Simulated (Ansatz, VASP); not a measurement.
**One calculation of C, two programs**

```
C
1.0
     0.00000    1.42315   -3.36094
    -2.46496    0.00000    0.00000
     0.41083   10.56756    1.27628
C
10
Direct
  0.01644 0.53879 0.83275
  0.72453 0.41067 0.06403
  0.79751 0.94270 0.25621
  0.87048 0.47473 0.44839
  0.94346 0.00676 0.64057
  0.74845 0.92136 0.12815
  0.82143 0.45339 0.32033
  0.89441 0.98542 0.51250
  0.96738 0.51745 0.70468
  0.04036 0.04948 0.89686
```

Alike in both runs: task single point; functional PBE; dispersion D3(BJ); k mesh 7 × 11 × 3; occupations gaussian, width 0.05 eV; no spin polarisation.

```csv
,VASP,Ansatz
version,VASP 6.6.1,Ansatz 0.2.0
potentials or method,"VASP PAW PBE potentials, release 64 (C), cutoff 520 eV","scalar-relativistic, plane waves, PAW"
valence electrons in the cell,40,40
```

```tsv
	VASP	Ansatz	Ansatz less VASP
pressure (GPa)	-1.1	-1.5	-0.42
traceless stress, the component that is largest in VASP (GPa)	11.11	11.10	-0.006
rms of the force components (eV/Å)	1.196	1.196	+0.0001
```

Atom by atom the forces differ by 0.011 eV/Å (rms over components).
